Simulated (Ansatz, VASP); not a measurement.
## Two plane-wave programs on InSe

```
CELL_PARAMETERS angstrom
3.89200 0.00000 0.00000
-1.94600 3.37057 0.00000
0.00000 0.00000 36.71996
ATOMIC_POSITIONS crystal
Se 0.00000 0.00000 0.43143
Se 0.00000 0.00000 0.56855
In 0.66667 0.33333 0.46441
In 0.66667 0.33333 0.53556
```

Alike in both runs: task single point; functional PBE; dispersion D3(BJ); k mesh 9 × 9 × 1; occupations gaussian, width 0.02 eV; no spin polarisation.

```csv
,VASP,Ansatz
version,VASP 6.6.1,Ansatz 0.2.0
potentials or method,"VASP PAW PBE potentials, release 64 (Se, In_d), cutoff 520 eV","scalar-relativistic, plane waves, PAW"
valence electrons in the cell,38,58
```

|  | VASP | Ansatz | Ansatz less VASP |
| --- | --- | --- | --- |
| gap on the k mesh at the Fermi level (eV) | 1.94 | 1.96 | +0.014 |
| least direct gap on the mesh (eV) | 2.04 | 2.05 | +0.011 |
| rms of the force components (eV/Å) | 0.531 | 0.523 | -0.0081 |

VASP's potentials hold 38 valence electrons a cell and Ansatz's 58, so a difference there can come from the potentials and not from the codes.
